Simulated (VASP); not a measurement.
Set up this calculation in VASP 6.6.1, as the native input.

| Property | Result |
| --- | --- |
| Task | electric field gradients |
| Functional | PBEsol |
| Potentials or basis | VASP PAW PBE potentials, release 64 (Cu, Au) |
| Cutoff | 520 eV |
| k mesh | 13 × 13 × 10 |
| Occupations | fermi-dirac, width 0.05 eV |
| Spin | no spin polarisation |
| Dipole correction | no |
| Further INCAR settings | ALGO = Normal; EDIFF = 1e-08; NBANDS = 18 |

The structure of CuAu lies in POSCAR:

```
CuAu
1.0
    2.7428411044      0.0000000000      0.0000000000
    0.0000000000      2.7428411044      0.0000000000
    0.0000000000      0.0000000000      3.5950810190
Cu Au
1 1
Direct
    0.5000000000      0.5000000000      0.5000000000
    0.0000000000      0.0000000000      0.0000000000
```

This cell differs from its parent crystal: volume scaled by 0.94.

These files were run (other wordings do the same):

INCAR

```
PREC = Accurate
ENCUT = 520
EDIFF = 1E-8
ISMEAR = -1
SIGMA = 0.05
LREAL = F
LASPH = T
NELM = 60
ALGO = Normal
ISIF = 2
LWAVE = F
LCHARG = F
GGA = PS
LEFG = T
NBANDS = 18
```

KPOINTS

```
Automatic mesh
0
Gamma
  13 13 10
```

Potentials or basis: VASP PAW PBE potentials, release 64 (Cu, Au).

Launch:

```console
$ cat potpaw_PBE.64/Cu/POTCAR potpaw_PBE.64/Au/POTCAR > POTCAR
$ mpirun -np 1 vasp_std > vasp.out
```

Results of the run:

```
Pressure               : 9.8 GPa
Band gap on the k mesh : zero (band 11 reaches 14.35 eV, above the bottom of band 12 at 7.57 eV)
```

Caveat: without QUAD_EFG the Cq values of the log hold for a quadrupole moment of 1 mb, not for the nuclei; the PAW data sets were made with another functional, which shifts forces and pressure a little; spin-orbit coupling is left out, which moves the levels of the heavy elements.

Run time: 53 s on 1 thread of Intel Xeon 6975P-C (shared host), peak memory 0.2 GiB.
